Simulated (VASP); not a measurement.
# TaN (WC type) (P-6m2) in VASP: further runs

TaN (WC type) is run at these levels: PBE; tasks: single point.

All numbers are computed with VASP 6.6.1; they aren't measurements. Logs are shortened: lines on timing, memory, paths and dates and some standing lists are left out, and cuts for length are marked.

## 1. The cell of the first run

It takes space group P-6m2 (No. 187, hexagonal). Conventional cell: a = 2.634 Å, b = 2.634 Å, c = 2.643 Å, α = 90.00°, β = 90.00°, γ = 120.00°. Within 2.7 Å of Ta (site symmetry -6m2) lie 6 N at 2.01 Å and 8 Ta at 2.63 to 2.64 Å. N (site symmetry -6m2) has 6 Ta at 2.01 Å and 8 N at 2.63 to 2.64 Å within 2.7 Å.

## 2. Single point, PBE

Input file INCAR:

```
ALGO = Normal
EDIFF = 1E-6
ENCUT = 520
GGA = PE
ISIF = 2
ISMEAR = -1
LASPH = True
LCHARG = False
LREAL = False
LWAVE = False
NBANDS = 15
NELM = 60
PREC = Accurate
SIGMA = 0.08
```

Input file KPOINTS:

```
k-points
0
Gamma
  17 17 15
```

Input file POSCAR:

```
TaN
1.0
    2.6342597309      0.0000000000      0.0000000000
   -1.3171298655      2.2813358471      0.0000000000
    0.0000000000      0.0000000000      2.6426177551
Ta N
1 1
Direct
    0.0000000000      0.0000000000      0.0000000000
    0.3333333333      0.6666666667      0.5000000000
```

Potentials or basis: VASP PAW PBE potentials, release 64 (Ta_pv, N).

Launch:

```sh
$ cat potpaw_PBE.64/Ta_pv/POTCAR potpaw_PBE.64/N/POTCAR > POTCAR
$ mpirun -np 1 vasp_std > vasp.out
```

OUTCAR:

```text
EDIFF = 1E-6
   ENCUT = 520
   GGA = PE
   ISIF = 2
   ISMEAR = -1
   LASPH = True
   LREAL = False
   NELM = 60
   PREC = Accurate

 ion  position               nearest neighbor table
   1  0.000  0.000  0.000-   2 2.01   2 2.01   2 2.01   2 2.01   2 2.01   2 2.01
   2  0.333  0.667  0.500-   1 2.01   1 2.01   1 2.01   1 2.01   1 2.01   1 2.01

  LATTYP: Found a hexagonal cell.
 ALAT       =     2.6342597309
 C/A-ratio  =     1.0031728171

  Lattice vectors:

 A1 = (   2.6342597309,   0.0000000000,   0.0000000000)
 A2 = (  -1.3171298655,   2.2813358471,   0.0000000000)
 A3 = (   0.0000000000,   0.0000000000,   2.6426177551)

Analysis of symmetry for initial positions (statically):
=====================================================================
 Subroutine PRICEL returns:
 Original cell was already a primitive cell.

 Routine SETGRP: Setting up the symmetry group for a
 hexagonal supercell.

 Subroutine GETGRP returns: Found 12 space group operations
 (whereof 12 operations were pure point group operations)
 out of a pool of 24 trial point group operations.

The static configuration has the point symmetry D_3h.

Analysis of symmetry for dynamics (positions and initial velocities):
=====================================================================
 Subroutine PRICEL returns:
 Original cell was already a primitive cell.

 Routine SETGRP: Setting up the symmetry group for a
 hexagonal supercell.

 Subroutine GETGRP returns: Found 12 space group operations
 (whereof 12 operations were pure point group operations)
 out of a pool of 24 trial point group operations.

The dynamic configuration has the point symmetry D_3h.

 Subroutine INISYM returns: Found 12 space group operations
 (whereof 12 operations are pure point group operations),
 and found     1 'primitive' translations

----------------------------------------------------------------------------------------

                                     Primitive cell

  volume of cell :      15.8812

  direct lattice vectors                    reciprocal lattice vectors
     2.634259731  0.000000000  0.000000000     0.379613289  0.219169834  0.000000000
    -1.317129866  2.281335847  0.000000000     0.000000000  0.438339669  0.000000000
     0.000000000  0.000000000  2.642617755     0.000000000  0.000000000  0.378412655

  length of vectors
     2.634259731  2.634259731  2.642617755     0.438339669  0.438339669  0.378412655

  position of ions in fractional coordinates (direct lattice)
     0.000000000  0.000000000  0.000000000
     0.333333333  0.666666667  0.500000000

  ion indices of the primitive-cell ions
   primitive index   ion index
                 1           1
                 2           2

----------------------------------------------------------------------------------------

 KPOINTS: k-points

Automatic generation of k-mesh.
 Grid dimensions read from file:
 generate k-points for:   17   17   15

 Generating k-lattice:

  Cartesian coordinates                     Fractional coordinates (reciprocal lattice)
     0.022330193  0.012892343  0.000000000     0.058823529  0.000000000  0.000000000
     0.000000000  0.025784686  0.000000000     0.000000000  0.058823529  0.000000000
     0.000000000  0.000000000  0.025227510     0.000000000  0.000000000  0.066666667

  Length of vectors
     0.025784686  0.025784686  0.025227510

  Shift w.r.t. Gamma in fractional coordinates (k-lattice)
     0.000000000  0.000000000  0.000000000

 Subroutine IBZKPT returns following result:
 ===========================================

 Found    264 irreducible k-points:

 Following reciprocal coordinates:
            Coordinates               Weight
  0.000000  0.000000  0.000000      1.000000
  0.058824 -0.000000  0.000000      6.000000
  0.117647  0.000000  0.000000      6.000000
  0.176471 -0.000000  0.000000      6.000000
  0.235294  0.000000  0.000000      6.000000
  0.294118 -0.000000  0.000000      6.000000
[... 16 lines left out ...]
  0.411765  0.117647  0.000000     12.000000
  0.176471  0.176471  0.000000      6.000000
 [... further k-points ...]
   k-points           NKPTS =    264   k-points in BZ     NKDIM =    264   number of bands    NBANDS=     15
   number of dos      NEDOS =    301   number of ions     NIONS =      2
   total plane-waves  NPLWV =   8000
   dimension x,y,z NGX =    20 NGY =   20 NGZ =   20
   dimension x,y,z NGXF=    40 NGYF=   40 NGZF=   40
   ions per type =               1   1
   NGX,Y,Z   is equivalent  to a cutoff of  12.62, 12.62, 12.58 a.u.
   NGXF,Y,Z  is equivalent  to a cutoff of  25.24, 25.24, 25.16 a.u.
 SYSTEM =  unknown system
   PREC   = accura    normal or accurate (medium, high low for compatibility)
   ISTART =      0    job   : 0-new  1-cont  2-samecut
   ICHARG =      2    charge: 1-file 2-atom 10-const
   ISPIN  =      1    spin polarized calculation?
   LNONCOLLINEAR =      F non collinear calculations
   LSORBIT =      F    spin-orbit coupling
   LASPH  =      T    aspherical Exc in radial PAW
   ENCUT  =  520.0 eV  38.22 Ry    6.18 a.u.   4.90  4.90  4.91*2*pi/ulx,y,z
   NELM   =     60;   NELMIN=  2; NELMDL= -5     # of ELM steps
   EDIFF  = 0.1E-05   stopping-criterion for ELM
   LREAL  =      F    real-space projection
   EDIFFG = 0.1E-04   stopping-criterion for IOM
   NSW    =      0    number of steps for IOM
   IBRION =     -1    ionic relax: 0-MD 1-quasi-New 2-CG
   NFREE  =      0    steps in history (QN), initial steepest desc. (CG)
   ISIF   =      2    stress and relaxation
   ISYM   =      2    0-nonsym 1-usesym 2-fastsym
   POTIM  = 0.5000    time-step for ionic-motion
   TEBEG  =    0.0;   TEEND  =   0.0 temperature during run
   PSTRESS=    0.0 pullay stress
   NELECT =      16.0000    total number of electrons
   NUPDOWN=      -1.0000    fix difference up-down
   EMIN   =  10.00;   EMAX   =-10.00  energy-range for DOS
   EFERMI =   0.00;   METHOD = LEGACY
   ISMEAR =    -1;   SIGMA  =   0.08  broadening in eV -4-tet -1-fermi 0-gaus
   EFERMI_NEDOS =   21; number of points for ismear=-14 and -15
   IALGO  =     38    algorithm
   IMIX   =      4    mixing-type and parameters
     AMIX     =   0.40;   BMIX     =  1.00
     AMIX_MAG =   1.60;   BMIX_MAG =  1.00
  volume/ion in A,a.u.               =       7.94        53.59
  Fermi-wavevector in a.u.,A,eV,Ry     =   1.641172  3.101365 36.646552  2.693446
  Thomas-Fermi vector in A             =   2.731687
   LORBIT       =      0    0 simple, 1 ext, 2 COOP (PROOUT), +10 PAW based schemes
   GGA     = PE    functional components
   LHFCALC =     F    Hartree Fock is set to
   AEXX    =    0.0000 exact exchange contribution
   IVDW    =     0    specifies the selected vdW correction
   LEPSILON=     F    determine dielectric tensor
   LRPA    =     F    only Hartree local field effects (RPA)
 non-spin polarized calculation
  energy-cutoff  :      520.00
  volume of cell :       15.88
 maximum number of plane-waves:       442
 NGX is ok and might be reduce to    20
   NGX =  9   NGY =  9   NGZ =  9

 number of electron      15.9999996 magnetization

 Free energy of the ion-electron system (eV)
  ---------------------------------------------------
  ext. energy  EPLUGINS =         0.00000000
  ---------------------------------------------------
  free energy    TOTEN  =       -19.40373333 eV

  energy without entropy =      -19.39998099  energy(sigma->0) =      -19.40185716

 E-fermi :  12.0600     XC(G=0): -15.1067

 val. band max:       12.0419991129   @ k =   0.0588   0.0588   0.4667
 cond. band min:      12.0878231919   @ k =   0.0588   0.0588   0.4000
 fundamental gap:      0.0458240790
 Fermi energy:        12.0599987341

 k-point     1 :       0.0000    0.0000    0.0000
  band No.  band energies     occupation
      1     -22.3822      2.00000
      2     -21.6628      2.00000
      3     -21.6628      2.00000
      4      -8.3643      2.00000
      5       5.8140      2.00000
      6       5.8972      2.00000
      7       5.8972      2.00000
      8       8.5516      2.00000
      9      16.5710      0.00000
     10      16.8092      0.00000
     11      16.8092      0.00000
     12      17.7352      0.00000
     13      17.7352      0.00000
     14      26.2584      0.00000
     15      28.0220      0.00000

 k-point     2 :       0.0588   -0.0000    0.0000
  band No.  band energies     occupation
      1     -22.3665      2.00000
      2     -21.7863      2.00000
      3     -21.6862      2.00000
      4      -8.2278      2.00000
      5       5.5439      2.00000
      6       5.9954      2.00000
      7       6.0791      2.00000
      8       8.3643      2.00000
      9      16.4313      0.00000
     10      16.8195      0.00000
     11      17.0925      0.00000
     12      17.6661      0.00000
     13      17.8806      0.00000
     14      26.2590      0.00000
     15      27.9122      0.00000

 k-point     3 :       0.1176    0.0000    0.0000
  band No.  band energies     occupation
      1     -22.3214      2.00000
      2     -22.1272      2.00000
      3     -21.7529      2.00000
      4      -7.8473      2.00000
      5       4.9351      2.00000
      6       6.2728      2.00000
      7       6.4988      2.00000
      8       7.8652      2.00000
      9      15.8597      0.00000
     10      16.8725      0.00000
     11      17.4731      0.00000
     12      18.0636      0.00000
     13      18.2337      0.00000
     14      26.2604      0.00000
     15      27.6707      0.00000
[... 343 lines left out ...]
 k-point    23 :       0.4118    0.1176    0.0000
  band No.  band energies     occupation
      1     -24.4873      2.00000
      2     -22.5887      2.00000
      3     -21.8856      2.00000
      4      -4.4794      2.00000
      5       2.0123      2.00000
      6       4.6482      2.00000
      7       6.4059      2.00000
      8       8.8847      2.00000
      9      14.5715      0.00000
     10      16.8234      0.00000
     11      18.4429      0.00000
     12      20.4617      0.00000
     13      25.0499      0.00000
     14      26.2657      0.00000
     15      28.2515      0.00000

 k-point    24 :       0.1765    0.1765    0.0000
  band No.  band energies     occupation
      1     -23.6190      2.00000
      2     -22.3269      2.00000
      3     -22.0585      2.00000
      4      -5.7758      2.00000
      5       2.8693      2.00000
      6       5.7306      2.00000
      7       7.0528      2.00000
      8       8.4236      2.00000
      9      13.7501      0.00000
     10      15.3825      0.00000
     11      18.7128      0.00000
     12      20.3659      0.00000
     13      22.1289      0.00000
     14      26.2837      0.00000
     15      28.1901      0.00000

 [... further k-points ...]

------------------------ aborting loop because EDIFF is reached ----------------------------------------

  FORCE on cell =-STRESS in cart. coord.  units (eV):
  Direction    XX          YY          ZZ          XY          YZ          ZX
  --------------------------------------------------------------------------------------
  -------------------------------------------------------------------------------------
  Total       21.2175387     21.2175387     21.2864597     -0.0000000      0.0000000     -0.0000000
  in kB     2140.5403542   2140.5403542   2147.4934722     -0.0000000      0.0000000     -0.0000000
  external PRESSURE =    2142.8580602 kB  Pullay stress =       0.0000000 kB

 VOLUME and BASIS-vectors are now :
 -----------------------------------------------------------------------------
  energy-cutoff  :      520.00
  volume of cell :       15.88
      direct lattice vectors                 reciprocal lattice vectors
     2.634259731  0.000000000  0.000000000     0.379613289  0.219169834  0.000000000
    -1.317129866  2.281335847  0.000000000     0.000000000  0.438339669  0.000000000
     0.000000000  0.000000000  2.642617755     0.000000000  0.000000000  0.378412655

 POSITION                                       TOTAL-FORCE (eV/Angst)
 -----------------------------------------------------------------------------------
      0.00000      0.00000      0.00000        -0.000000      0.000000      0.000000
     -0.00000      1.52089      1.32131         0.000000     -0.000000      0.000000
 -----------------------------------------------------------------------------------
    total drift:                               -0.000000      0.000000     -0.000000

  FREE ENERGIE OF THE ION-ELECTRON SYSTEM (eV)
  ---------------------------------------------------
  free  energy   TOTEN  =       -19.4037333348 eV

  energy  without entropy=      -19.3999809945  energy(sigma->0) =      -19.40185716
```

Wall time 82 s (1 thread of Intel Xeon 8259CL, shared host); peak memory 0.18 GiB.

What came out:

```
Free energy            : -19.4037 eV
Pressure               : 214.3 GPa
Band gap on the k mesh : zero (bands 8 and 9 overlap by 0.84 eV)
```

Caveat: the cell stands under pressure; spin-orbit coupling is left out, which moves the levels of the heavy elements.

## 3. Single point, PBE

This run uses another cell than the first one, of 7.92 Å³/atom.

Input file INCAR:

```
SYSTEM = TaN
PREC = Accurate
ENCUT = 520
EDIFF = 1E-6
ISMEAR = -1
SIGMA = 0.08
LREAL = .False.
LASPH = .True.
NELM = 100
ALGO = Normal
ISIF = 2
LWAVE = .False.
LCHARG = .True.
GGA = PE
LELF = .True.
LVHAR = .True.
NBANDS = 15
```

Input file KPOINTS:

```
Automatic mesh
0
Gamma
  17 17 15
  0 0 0
```

Input file POSCAR:

```
TaN
1.0
    2.6322888207      0.0000000000      0.0000000000
   -1.3161444104      2.2796289888      0.0000000000
    0.0000000000      0.0000000000      2.6402202708
Ta N
1 1
Direct
    0.0000000000      0.0000000000      0.0000000000
    0.3333333333      0.6666666667      0.5000000000
```

Potentials or basis: VASP PAW PBE potentials, release 64 (Ta_pv, N).

Launch:

```sh
$ cat potpaw_PBE.64/Ta_pv/POTCAR potpaw_PBE.64/N/POTCAR > POTCAR
$ mpirun -np 1 vasp_std > vasp.out
```

Wall time 69 s (1 thread of Intel Xeon 8259CL, shared host); peak memory 0.18 GiB.

Results (log left out):

- Free energy: -19.3523 eV
- Pressure: 217.0 GPa
- Band gap on the k mesh: zero (bands 8 and 9 overlap by 0.85 eV)

Stress tensor (GPa, compression positive):
```
216.63   0.00   0.00
  0.00 216.63   0.00
  0.00   0.00 217.70
```

Levels at points of the mesh, in eV from the Fermi level:
```tsv
k point	band 4	band 5	band 6	band 7	band 8	band 9	band 10	band 11	band 12	band 13
(0.00, 0.00, 0.00)	-20.45	-6.27	-6.18	-6.18	-3.51	4.52	4.76	4.76	5.69	5.69
```

Caveat: the cell stands under pressure; spin-orbit coupling is left out, which moves the levels of the heavy elements.
